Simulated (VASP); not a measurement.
# BaTiO3 (Pm-3m) in VASP: single point with PBE

Aim: the single point of BaTiO3 with PBE.

All numbers are computed with VASP 6.6.1; they aren't measurements. Logs are shortened: lines on timing, memory, paths and dates and some standing lists are left out, and cuts for length are marked.

## Step 1: The cell of the first run

It takes space group Pm-3m (No. 221, cubic). Conventional cell: a = 4.006 Å, b = 4.006 Å, c = 4.006 Å, α = 90.00°, β = 90.00°, γ = 90.00°. Within 3.7 Å of Ba (site symmetry m-3m) lie 12 O at 2.83 Å and 8 Ti at 3.47 Å. Ti (site symmetry m-3m) has 6 O at 2.00 Å within 2.7 Å. O (site symmetry 4/mmm) has 2 Ti at 2.00 Å within 2.7 Å.

## Step 2: Single point, PBE

Contents of INCAR:

```
SYSTEM = BaTiO3
  PREC = Accurate
  ENCUT = 520
  EDIFF = 1E-6
  ISMEAR = 0
  SIGMA = 0.01
  LREAL = .FALSE.
  LASPH = .TRUE.
  NELM = 60
  ALGO = Normal
  ISIF = 2
  LWAVE = .FALSE.
  LCHARG = .TRUE.
  GGA = PE
  LELF = .TRUE.
  LVHAR = .TRUE.
  NBANDS = 28
```

Contents of KPOINTS:

```
Automatic mesh
0
G
  6 6 6
  0 0 0
```

Contents of POSCAR:

```
BaTiO3
1.0
    4.0060000000      0.0000000000      0.0000000000
    0.0000000000      4.0060000000      0.0000000000
    0.0000000000      0.0000000000      4.0060000000
Ba Ti O
1 1 3
Direct
    0.5000000000      0.5000000000      0.5000000000
    0.0000000000      0.0000000000      0.0000000000
    0.5000000000      0.0000000000      0.0000000000
    0.0000000000      0.5000000000      0.0000000000
    0.0000000000      0.0000000000      0.5000000000
```

Potentials or basis: VASP PAW PBE potentials, release 64 (Ba_sv, Ti_sv, O).

Run with:

```
cat potpaw_PBE.64/Ba_sv/POTCAR potpaw_PBE.64/Ti_sv/POTCAR potpaw_PBE.64/O/POTCAR > POTCAR
mpirun -np 1 vasp_std > vasp.out
```

OUTCAR:

```text
SYSTEM = BaTiO3
   PREC = Accurate
   ENCUT = 520
   EDIFF = 1E-6
   ISMEAR = 0
   LREAL = .FALSE.
   LASPH = .TRUE.
   NELM = 60
   ISIF = 2
   GGA = PE

 ion  position               nearest neighbor table
   1  0.500  0.500  0.500-   3 2.83   4 2.83   5 2.83   3 2.83   4 2.83   3 2.83   5 2.83   3 2.83
                             4 2.83   5 2.83   4 2.83   5 2.83   2 3.47   2 3.47   2 3.47   2 3.47
   2  0.000  0.000  0.000-   3 2.00   4 2.00   5 2.00   5 2.00   4 2.00   3 2.00   1 3.47   1 3.47
                             1 3.47   1 3.47   1 3.47   1 3.47   1 3.47   1 3.47
   3  0.500  0.000  0.000-   2 2.00   2 2.00   1 2.83   1 2.83   1 2.83   1 2.83
   4  0.000  0.500  0.000-   2 2.00   2 2.00   1 2.83   1 2.83   1 2.83   1 2.83
   5  0.000  0.000  0.500-   2 2.00   2 2.00   1 2.83   1 2.83   1 2.83   1 2.83

  LATTYP: Found a simple cubic cell.
 ALAT       =     4.0060000000

  Lattice vectors:

 A1 = (   4.0060000000,   0.0000000000,   0.0000000000)
 A2 = (   0.0000000000,   4.0060000000,   0.0000000000)
 A3 = (   0.0000000000,   0.0000000000,   4.0060000000)

Analysis of symmetry for initial positions (statically):
=====================================================================
 Subroutine PRICEL returns:
 Original cell was already a primitive cell.

 Routine SETGRP: Setting up the symmetry group for a
 simple cubic supercell.

 Subroutine GETGRP returns: Found 48 space group operations
 (whereof 48 operations were pure point group operations)
 out of a pool of 48 trial point group operations.

The static configuration has the point symmetry O_h .

Analysis of symmetry for dynamics (positions and initial velocities):
=====================================================================
 Subroutine PRICEL returns:
 Original cell was already a primitive cell.

 Routine SETGRP: Setting up the symmetry group for a
 simple cubic supercell.

 Subroutine GETGRP returns: Found 48 space group operations
 (whereof 48 operations were pure point group operations)
 out of a pool of 48 trial point group operations.

The dynamic configuration has the point symmetry O_h .

 Subroutine INISYM returns: Found 48 space group operations
 (whereof 48 operations are pure point group operations),
 and found     1 'primitive' translations

----------------------------------------------------------------------------------------

                                     Primitive cell

  volume of cell :      64.2884
[... 91 lines left out ...]
   LREAL  =      F    real-space projection
   EDIFFG = 0.1E-04   stopping-criterion for IOM
   NSW    =      0    number of steps for IOM
   IBRION =     -1    ionic relax: 0-MD 1-quasi-New 2-CG
   NFREE  =      0    steps in history (QN), initial steepest desc. (CG)
   ISIF   =      2    stress and relaxation
   ISYM   =      2    0-nonsym 1-usesym 2-fastsym
   POTIM  = 0.5000    time-step for ionic-motion
   TEBEG  =    0.0;   TEEND  =   0.0 temperature during run
   PSTRESS=    0.0 pullay stress
   NELECT =      40.0000    total number of electrons
   NUPDOWN=      -1.0000    fix difference up-down
   EMIN   =  10.00;   EMAX   =-10.00  energy-range for DOS
   EFERMI =   0.00;   METHOD = LEGACY
   ISMEAR =     0;   SIGMA  =   0.01  broadening in eV -4-tet -1-fermi 0-gaus
   EFERMI_NEDOS =   21; number of points for ismear=-14 and -15
   IALGO  =     38    algorithm
   IMIX   =      4    mixing-type and parameters
     AMIX     =   0.40;   BMIX     =  1.00
     AMIX_MAG =   1.60;   BMIX_MAG =  1.00
  volume/ion in A,a.u.               =      12.86        86.77
  Fermi-wavevector in a.u.,A,eV,Ry     =   1.397603  2.641087 26.576187  1.953295
  Thomas-Fermi vector in A             =   2.520843
   LORBIT       =      0    0 simple, 1 ext, 2 COOP (PROOUT), +10 PAW based schemes
   GGA     = PE    functional components
   LHFCALC =     F    Hartree Fock is set to
   AEXX    =    0.0000 exact exchange contribution
   IVDW    =     0    specifies the selected vdW correction
   LEPSILON=     F    determine dielectric tensor
   LRPA    =     F    only Hartree local field effects (RPA)
 non-spin polarized calculation
 Gauss-broadening in eV      SIGMA  =   0.01
  energy-cutoff  :      520.00
  volume of cell :       64.29
 maximum number of plane-waves:      1755
 NGX is ok and might be reduce to    30
   NGX = 15   NGY = 15   NGZ = 15

 number of electron      39.9999976 magnetization

 Free energy of the ion-electron system (eV)
  ---------------------------------------------------
  ext. energy  EPLUGINS =         0.00000000
  ---------------------------------------------------
  free energy    TOTEN  =       -39.97017870 eV

  energy without entropy =      -39.97017870  energy(sigma->0) =      -39.97017870

 E-fermi :   3.8857     XC(G=0): -11.2464

 val. band max:        3.8140195309   @ k =   0.5000   0.5000   0.5000
 cond. band min:       5.5531664608   @ k =   0.0000   0.0000   0.0000
 fundamental gap:      1.7391469299
 Fermi energy:         3.8856887899

 k-point     1 :       0.0000    0.0000    0.0000
  band No.  band energies     occupation
      1     -52.8356      2.00000
      2     -29.0451      2.00000
      3     -29.0451      2.00000
      4     -29.0451      2.00000
      5     -21.0059      2.00000
      6     -13.0733      2.00000
[... 609 lines left out ...]
     27      11.4552      0.00000
     28      11.4552      0.00000

------------------------ aborting loop because EDIFF is reached ----------------------------------------

  FORCE on cell =-STRESS in cart. coord.  units (eV):
  Direction    XX          YY          ZZ          XY          YZ          ZX
  --------------------------------------------------------------------------------------
  -------------------------------------------------------------------------------------
  Total        1.3733676      1.3733676      1.3733676      0.0000000      0.0000000     -0.0000000
  in kB       34.2266621     34.2266621     34.2266621      0.0000000      0.0000000     -0.0000000
  external PRESSURE =      34.2266621 kB  Pullay stress =       0.0000000 kB

 VOLUME and BASIS-vectors are now :
 -----------------------------------------------------------------------------
  energy-cutoff  :      520.00
  volume of cell :       64.29
      direct lattice vectors                 reciprocal lattice vectors
     4.006000000  0.000000000  0.000000000     0.249625562  0.000000000  0.000000000
     0.000000000  4.006000000  0.000000000     0.000000000  0.249625562  0.000000000
     0.000000000  0.000000000  4.006000000     0.000000000  0.000000000  0.249625562

 POSITION                                       TOTAL-FORCE (eV/Angst)
 -----------------------------------------------------------------------------------
      2.00300      2.00300      2.00300         0.000000      0.000000      0.000000
      0.00000      0.00000      0.00000         0.000000      0.000000      0.000000
      2.00300      0.00000      0.00000         0.000000      0.000000      0.000000
      0.00000      2.00300      0.00000         0.000000      0.000000      0.000000
      0.00000      0.00000      2.00300         0.000000      0.000000      0.000000
 -----------------------------------------------------------------------------------
    total drift:                                0.000000     -0.000000      0.000000

  FREE ENERGIE OF THE ION-ELECTRON SYSTEM (eV)
  ---------------------------------------------------
  free  energy   TOTEN  =       -39.9701787000 eV

  energy  without entropy=      -39.9701787000  energy(sigma->0) =      -39.97017870
```

OSZICAR:

```text
N       E                     dE             d eps       ncg     rms          rms(c)
DAV:   1     0.430610375226E+03    0.43061E+03   -0.20430E+04  1120   0.152E+03
DAV:   2    -0.796280434943E+01   -0.43857E+03   -0.41764E+03  1280   0.417E+02
DAV:   3    -0.488812525286E+02   -0.40918E+02   -0.40540E+02  1332   0.134E+02
DAV:   4    -0.509541446187E+02   -0.20729E+01   -0.20694E+01  1744   0.264E+01
DAV:   5    -0.509940407820E+02   -0.39896E-01   -0.39878E-01  1416   0.345E+00    0.228E+01
DAV:   6    -0.401752366591E+02    0.10819E+02   -0.56617E+01  1544   0.659E+01    0.975E+00
DAV:   7    -0.401255705984E+02    0.49666E-01   -0.95455E+00  1464   0.225E+01    0.655E+00
DAV:   8    -0.399617709658E+02    0.16380E+00   -0.60754E-01  1360   0.688E+00    0.340E+00
DAV:   9    -0.399980366777E+02   -0.36266E-01   -0.33322E-01  1536   0.483E+00    0.153E+00
DAV:  10    -0.399748166969E+02    0.23220E-01   -0.17183E-01  1280   0.432E+00    0.565E-01
DAV:  11    -0.399701999958E+02    0.46167E-02   -0.20517E-02  1588   0.101E+00    0.139E-01
DAV:  12    -0.399704448039E+02   -0.24481E-03   -0.22166E-03  1392   0.431E-01    0.146E-01
DAV:  13    -0.399701767598E+02    0.26804E-03   -0.86292E-04  1276   0.312E-01    0.167E-02
DAV:  14    -0.399701780167E+02   -0.12569E-05   -0.27777E-05  1400   0.357E-02    0.944E-03
DAV:  15    -0.399701787000E+02   -0.68326E-06   -0.27380E-06  1264   0.128E-02
   1 F= -.39970179E+02 E0= -.39970179E+02  d E =-.386039E-26
```

stdout:

```text
POSCAR found type information on POSCAR BaTiO
 POSCAR found :  3 types and       5 ions
 scaLAPACK will be used
 LDA part: xc-table for (Slater+PW92), standard interpolation
 POSCAR, INCAR and KPOINTS ok, starting setup
 FFT: planning ... GRIDC
 FFT: planning ... GRID_SOFT
 FFT: planning ... GRID
 WAVECAR not read
 entering main loop
```

Run time: 48 s. Hardware: 1 thread of Intel Xeon 8259CL, shared host; peak memory 0.19 GiB.

Results:

| Quantity | Value |
| --- | --- |
| Free energy | -39.9702 eV |
| Pressure | 3.4 GPa |
| Band gap on the k mesh | 1.74 eV (least direct gap 1.89 eV) |

Caveat: the cell stands under pressure; spin-orbit coupling is left out, which moves the levels of the heavy elements.
